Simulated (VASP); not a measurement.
Set up this calculation in VASP 6.6.1, as the native input.

- Task: single point
- Functional: PBE
- Potentials or basis: VASP PAW PBE potentials, release 64 (Au)
- Cutoff: 520 eV
- k mesh: 10 × 10 × 10
- Occupations: fermi-dirac, width 0.1 eV
- Spin: no spin polarisation
- Dipole correction: no
- Further INCAR settings: ALGO = Normal; EDIFF = 1e-06; NBANDS = 18

The structure of Au lies in POSCAR:

```
Au
1.0
    0.0000000000      3.1600110115      3.1600110115
    3.1600110115      0.0000000000      3.1600110115
    3.1600110115      3.1600110115      0.0000000000
Au
2
Direct
    0.1250000000      0.1250000000      0.1250000000
    0.8750000000      0.8750000000      0.8750000000
```

This cell differs from its parent crystal: volume scaled by 1.08.

These files were run (other wordings do the same):

INCAR

```
SYSTEM = Au
  PREC = Accurate
  ENCUT = 520
  EDIFF = 1E-6
  ISMEAR = -1
  SIGMA = 0.1
  LREAL = .FALSE.
  LASPH = .TRUE.
  NELM = 60
  ALGO = Normal
  ISIF = 2
  LWAVE = .FALSE.
  LCHARG = .TRUE.
  GGA = PE
  LELF = .TRUE.
  LVHAR = .TRUE.
  NBANDS = 18
```

KPOINTS

```
Automatic mesh
0
G
  10 10 10
  0 0 0
```

Potentials or basis: VASP PAW PBE potentials, release 64 (Au).

Run with:

```console
$ cat potpaw_PBE.64/Au/POTCAR > POTCAR
$ mpirun -np 1 vasp_std > vasp.out
```

Results of the run:

| Property | Result |
| --- | --- |
| Pressure | -3.3 GPa |
| Band gap on the k mesh | zero (band 11 reaches 2.30 eV, above the bottom of band 12 at 1.66 eV) |

Caveat: spin-orbit coupling is left out, which moves the levels of the heavy elements.

Wall time 26 s on 1 thread of Intel(R) Xeon(R) Platinum 8488C (Sapphire Rapids), on a shared host, peak memory 0.22 GiB.
